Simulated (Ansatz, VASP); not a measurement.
**Two plane-wave programs on Mo3H**

File INCAR:

```
SYSTEM = Mo3H
  PREC = Accurate
  ENCUT = 520
  EDIFF = 1E-7
  ISMEAR = 0
  SIGMA = 0.1
  LREAL = .FALSE.
  LASPH = .TRUE.
  NELM = 150
  ALGO = Normal
  ISIF = 2
  LWAVE = .FALSE.
  LCHARG = .FALSE.
  ISPIN = 2
  MAGMOM = 0 0 0 1
  LORBIT = 11
  LMAXMIX = 4
  LDIPOL = .TRUE.
  IDIPOL = 3
  DIPOL = 0.5 0.5 0.329
  GGA = PE
  NBANDS = 34
```

File KPOINTS:

```
regular mesh
0
G
  10 10 1
  0 0 0
```

Contents of POSCAR:

```
Mo3H
1.0
    2.7370454666      0.0000000000      0.0000000000
   -0.9123484889      2.5805112132      0.0000000000
    0.0000000000      0.0000000000     21.3082440588
Mo H
3 1
Direct
    0.5000000000      0.5000000000      0.1877207708
    0.0000000000      0.0000000000      0.2888166433
    0.5000000000      0.5000000000      0.3899074948
    0.5000000000      0.5000000000      0.4495088395
```

Input for Ansatz:

```yaml
crystal:
  lattice:
    - [2.7370454666, 0.0, 0.0]
    - [-0.9123484889, 2.5805112132, 0.0]
    - [0.0, 0.0, 21.3082440588]
  atoms:
    - { symbol: Mo, position: [0.5, 0.5, 0.1877207708] }
    - { symbol: Mo, position: [0.0, 0.0, 0.2888166433] }
    - { symbol: Mo, position: [0.5, 0.5, 0.3899074948] }
    - { symbol: H, position: [0.5, 0.5, 0.4495088395], spin: 1.0 }
basis:
  ecutwfc: 420
kpoints:
  mp_grid: { grid: [10, 10, 1] }
hamiltonian:
  xc: pbe
  pseudopotentials: { kind: paw, azcp: { folder: soft_1 } }
scf:
  occupations: { method: gaussian, width: 0.1 }
output:
  forces: true
  eigenvalues: true
  populations: true
magnetization:
  spin_polarized: true
efield:
  axis: 3
  dipole_correction: true
  ramp_width: 0.04
```

Alike in both runs: task single point; functional PBE; k mesh 10 × 10 × 1; occupations gaussian, width 0.1 eV; collinear spin.

|  | VASP | Ansatz |
| --- | --- | --- |
| version | VASP 6.6.1 | Ansatz 0.2.0 |
| potentials or method | VASP PAW PBE potentials, release 64 (Mo_sv, H), cutoff 520 eV | scalar-relativistic, plane waves, PAW |
| valence electrons in the cell | 43 | 43 |

Ansatz gave:

| Property | Result |
| --- | --- |
| gap on the k mesh at the Fermi level (eV) | none |
| rms of the force components (eV/Å) | 5.597 |
| net moment per atom (μB) | 0.00 |

Estimate VASP's values.

gap on the k mesh at the Fermi level (eV): none; rms of the force components (eV/Å): 5.582; net moment per atom (μB): 0.00.

Atom by atom the forces differ by 0.016 eV/Å (rms over components). A gap of «none» marks a metal or a gap that the smearing closes. The functional is the same, so the differences come from potentials, cutoffs and numerics. Ansatz's warnings: seeded moment not kept.
